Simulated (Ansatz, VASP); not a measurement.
Ti in VASP and in Ansatz

INCAR

```
PREC = Accurate
ENCUT = 520
EDIFF = 1E-6
ISMEAR = 0
SIGMA = 0.15
LREAL = F
LASPH = T
NELM = 80
ALGO = Fast
ISIF = 2
LWAVE = F
LCHARG = F
GGA = PS
NBANDS = 32
```

Contents of KPOINTS:

```
Automatic mesh
0
Gamma
  18 18 6
```

The input POSCAR:

```
Ti
1.0
    2.9001878206      0.0000000000      0.0000000000
   -1.4500939103      2.5116363284      0.0000000000
    0.0000000000      0.0000000000      9.1816218367
Ti
4
Direct
    0.2605794246      0.6666666667      0.1250000000
    0.4060872421      0.6666666667      0.6250000000
    0.6666666667      0.3333333333      0.3750000000
    0.6666666667      0.3333333333      0.8750000000
```

Input for Ansatz:

```yaml
crystal:
  lattice:
    - [2.9001878206, 0.0, 0.0]
    - [-1.4500939103, 2.5116363284, 0.0]
    - [0.0, 0.0, 9.1816218367]
  atoms:
    - { symbol: Ti, position: [0.2605794246, 0.6666666667, 0.125] }
    - { symbol: Ti, position: [0.4060872421, 0.6666666667, 0.625] }
    - { symbol: Ti, position: [0.6666666667, 0.3333333333, 0.375] }
    - { symbol: Ti, position: [0.6666666667, 0.3333333333, 0.875] }
basis:
  ecutwfc: 520.0
kpoints:
  mp_grid: { grid: [18, 18, 6] }
hamiltonian:
  xc: pbesol
  pseudopotentials: { kind: paw, azcp: { folder: soft_1 } }
scf:
  occupations: { method: gaussian, width: 0.15 }
output:
  forces: true
  stress: true
  eigenvalues: true
```

Change from the starting cell: mode 4 frozen in at -0.211 Å and mode 5 at +0.000 Å (largest displacements).

Alike in both runs: task single point; functional PBEsol; k mesh 18 × 18 × 6; occupations gaussian, width 0.15 eV; no spin polarisation.

```csv
,VASP,Ansatz
version,VASP 6.6.1,Ansatz 0.2.0
potentials or method,"VASP PAW PBE potentials, release 64 (Ti_sv), cutoff 520 eV","scalar-relativistic, plane waves, PAW"
valence electrons in the cell,48,48
```

```csv
,VASP,Ansatz,Ansatz less VASP
gap on the k mesh at the Fermi level (eV),none,none,-
pressure (GPa),-0.5,-0.2,+0.27
"traceless stress, the component that is largest in VASP (GPa)",-0.47,-0.46,+0.005
rms of the force components (eV/Å),0.124,0.124,+0.0002
```

VASP's potentials were made for PBE, not for PBEsol, and Ansatz warns of the same on its side. Atom by atom the forces differ by 0.000 eV/Å (rms over components). A gap of «none» marks a metal or a gap that the smearing closes.
